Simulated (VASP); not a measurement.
Input of a VASP 6.6.1 run:

Contents of POSCAR:

```
Sr
1.0
    0.0000000000      3.1314212169      3.1314212169
    3.1314212169      0.0000000000      3.1314212169
    3.1314212169      3.1314212169      0.0000000000
Sr
1
Direct
    0.0000000000      0.0000000000      0.0000000000
```

Contents of INCAR.step1:

```
SYSTEM = Sr
ALGO = Normal
EDIFF = 1E-4
ENCUT = 520
GGA = PE
ISMEAR = -1
LASPH = .TRUE.
LCHARG = .FALSE.
LREAL = .FALSE.
LWAVE = .TRUE.
NBANDS = 11
NELM = 100
PREC = Accurate
SIGMA = 0.1
```

Contents of INCAR.step2:

```
SYSTEM = Sr
ALGO = Normal
EDIFF = 1E-6
ENCUT = 520
ISIF = 2
ISMEAR = -1
ISTART = 1
LASPH = .TRUE.
LCHARG = .TRUE.
LELF = .TRUE.
LMIXTAU = .TRUE.
LREAL = .FALSE.
LVHAR = .TRUE.
LWAVE = .FALSE.
METAGGA = R2SCAN
NBANDS = 11
NELM = 100
PREC = Accurate
SIGMA = 0.1
```

Contents of KPOINTS:

```
k-points
0
G
  15 15 15
  0 0 0
```

Potentials or basis: VASP PAW PBE potentials, release 64 (Sr_sv).

Run with:

```sh
$ cat potpaw_PBE.64/Sr_sv/POTCAR > POTCAR
$ cp INCAR.step1 INCAR
$ mpirun -np 1 vasp_std > vasp.out
$ cp INCAR.step2 INCAR
$ mpirun -np 1 vasp_std > vasp.out
```

(1) Estimate the band gap on the k mesh.

(2) Estimate the pressure.

## Answers

(1) zero (band 5 reaches 1.38 eV, above the bottom of band 6 at 1.10 eV).

(2) -0.8 GPa.

Caveat: the PAW data sets were made with another functional, which shifts forces and pressure a little.
